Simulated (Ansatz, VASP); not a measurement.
# Au: VASP beside Ansatz

The input POSCAR:

```
Au
1.0
    0.0000000000      2.1477750000      1.9432250000
    2.1477750000      0.0000000000      1.9432250000
    2.1477750000      2.1477750000      0.0000000000
Au
1
Direct
    0.0000000000      0.0000000000      0.0000000000
```

Contents of INCAR.step1:

```
SYSTEM = Au
PREC = Accurate
ENCUT = 520
ISMEAR = 0
SIGMA = 0.15
LREAL = .FALSE.
LASPH = .TRUE.
NELM = 100
NBANDS = 12
GGA = PE
ALGO = Normal
EDIFF = 1E-4
LWAVE = .TRUE.
LCHARG = .FALSE.
```

The input INCAR.step2:

```
SYSTEM = Au
PREC = Accurate
ENCUT = 520
EDIFF = 1E-6
ISMEAR = 0
SIGMA = 0.15
LREAL = .FALSE.
LASPH = .TRUE.
NELM = 100
ALGO = Normal
ISIF = 2
LWAVE = .FALSE.
LCHARG = .FALSE.
METAGGA = R2SCAN
LMIXTAU = .TRUE.
NBANDS = 12
ISTART = 1
```

Contents of KPOINTS:

```
regular mesh
0
G
  20 20 20
  0 0 0
```

Input for Ansatz:

```yaml
crystal:
  lattice:
    - [0.0, 2.147775, 1.943225]
    - [2.147775, 0.0, 1.943225]
    - [2.147775, 2.147775, 0.0]
  atoms:
    - { symbol: Au, position: [0.0, 0.0, 0.0] }
basis:
  ecutwfc: 500
kpoints:
  mp_grid: { grid: [20, 20, 20] }
hamiltonian:
  xc: r2scan
scf:
  occupations: { method: gaussian, width: 0.15 }
output:
  forces: true
  stress: true
  eigenvalues: true
```

Change from the starting cell: strain +0.050 along x and y, -0.050 along z, atoms carried along.

Alike in both runs: task single point; functional r2SCAN; k mesh 20 × 20 × 20; occupations gaussian, width 0.15 eV; no spin polarisation.

|  | VASP | Ansatz |
| --- | --- | --- |
| version | VASP 6.6.1 | Ansatz 0.2.0 |
| potentials or method | VASP PAW PBE potentials, release 64 (Au), cutoff 520 eV | scalar-relativistic, plane waves, PAW |
| valence electrons in the cell | 11 | 19 |

```csv
,VASP,Ansatz,Ansatz less VASP
gap on the k mesh at the Fermi level (eV),none,none,-
pressure (GPa),-2.7,-2.9,-0.22
"traceless stress, the component that is largest in VASP (GPa)",0.89,0.85,-0.033
```

VASP's potentials were made for PBE, not for r2SCAN. A gap of «none» marks a metal or a gap that the smearing closes. VASP's potentials hold 11 valence electrons a cell and Ansatz's 19, so a difference there can come from the potentials and not from the codes.

Neither program's run includes spin-orbit coupling.
